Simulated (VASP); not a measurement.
Here is a VASP 6.6.1 calculation.

The input INCAR:

```
PREC     = Accurate       # precision mode
ENCUT    = 520            # plane-wave cutoff, eV
EDIFF    = 1E-6           # SCF threshold, eV
ISMEAR   = -1             # smearing method
SIGMA    = 0.05           # smearing width, eV
LREAL    = F              # projectors in reciprocal space
LASPH    = T              # aspherical terms in the spheres
NELM     = 60             # most SCF steps
ALGO     = Normal         # electronic algorithm
ISIF     = 2              # what is computed and relaxed
LWAVE    = F              # write WAVECAR
LCHARG   = F              # write CHGCAR
NBANDS   = 11             # bands
```

File KPOINTS:

```
regular mesh
0
Gamma
  15 15 15
```

File POSCAR:

```
BAs
1.0
    0.0000000000      2.3659370215      2.3659370215
    2.3659370215      0.0000000000      2.3659370215
    2.3659370215      2.3659370215      0.0000000000
B As
1 1
Direct
    0.0000000000      0.0000000000      0.0000000000
    0.2500000000      0.2500000000      0.2500000000
```

Potentials or basis: VASP PAW LDA potentials, release 64 (B, As).

Run with:

```console
$ cat potpaw_LDA.64/B/POTCAR potpaw_LDA.64/As/POTCAR > POTCAR
$ mpirun -np 1 vasp_std > vasp.out
```

Problem. What does it give for the pressure?

Solution. 1.0 GPa.

Problem. What does it give for the band gap on the k mesh?

Solution. 1.10 eV, indirect (least direct gap 3.29 eV).

A k mesh can miss the band edges. A hybrid or GW would open this gap; LDA tends to underestimate it.
